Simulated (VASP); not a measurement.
Write the native input for VASP 6.6.1 that does the following.

```
Task                               : single point
Functional                         : HSE06
Potentials or basis                : VASP PAW PBE potentials, release 64 (Mn_pv)
Cutoff                             : 520 eV
k mesh                             : 6 × 6 × 6
Occupations                        : fermi-dirac, width 0.1 eV
Spin                               : no spin polarisation
Dipole correction                  : no
Grid for exact exchange (PRECFOCK) : Normal
Further INCAR settings             : ALGO = Normal; EDIFF = 1e-06; NBANDS = 12
Share of exact exchange            : 0.25
Screening parameter                : 0.2079 1/Å
```

Crystal: Mn.

```
Mn
1.0
     0.00000    1.73825    1.73825
     1.73825    0.00000    1.73825
     1.73825    1.73825    0.00000
Mn
1
Cartesian
  0.0000 0.0000 0.0000
```

This isn't the form of Mn at room conditions, which is a 58-atom cubic cell.

These files were run (other wordings do the same):

POSCAR

```
Mn
1.0
    0.0000000000      1.7382546797      1.7382546797
    1.7382546797      0.0000000000      1.7382546797
    1.7382546797      1.7382546797      0.0000000000
Mn
1
Direct
    0.0000000000      0.0000000000      0.0000000000
```

INCAR.step1

```
PREC = Accurate ; ENCUT = 520
EDIFF = 1E-5 ; ISMEAR = -1
SIGMA = 0.1 ; LREAL = F
LASPH = T ; NELM = 100
ALGO = Normal ; ISIF = 2
LWAVE = T ; GGA = PE
NBANDS = 12
```

INCAR.step2

```
PREC = Accurate ; ENCUT = 520
EDIFF = 1E-6 ; ISMEAR = -1
SIGMA = 0.1 ; LREAL = F
LASPH = T ; NELM = 100
ALGO = Normal ; ISIF = 2
LWAVE = F ; LCHARG = T
GGA = PE ; LHFCALC = T
HFSCREEN = 0.2079 ; PRECFOCK = Normal
LELF = T ; LVHAR = T
ISTART = 1 ; NBANDS = 12
```

KPOINTS

```
regular mesh
0
Gamma
  6 6 6
```

Potentials or basis: VASP PAW PBE potentials, release 64 (Mn_pv).

Launch:

```bash
$ cat potpaw_PBE.64/Mn_pv/POTCAR > POTCAR
$ cp INCAR.step1 INCAR
$ mpirun -np 1 vasp_std > vasp.out
$ cp INCAR.step2 INCAR
$ mpirun -np 1 vasp_std > vasp.out
```

Results of the run:

```json
{"Pressure": "-7.4 GPa", "Band gap on the k mesh": "zero (an odd number of electrons rules out a gap without spin polarisation)"}
```

Caveat: the k points lie up to 0.52 Å⁻¹ apart, too coarse for converged energies and pressures of a metal; the PAW data sets were made with another functional, which shifts forces and pressure a little; the run has no spin polarisation, though such a crystal can be magnetic.

It took 9 min on 1 thread of Intel(R) Xeon(R) Platinum 8259CL CPU @ 2.50GHz (Skylake/Cascade Lake), on a shared host, peak memory 0.22 GiB.
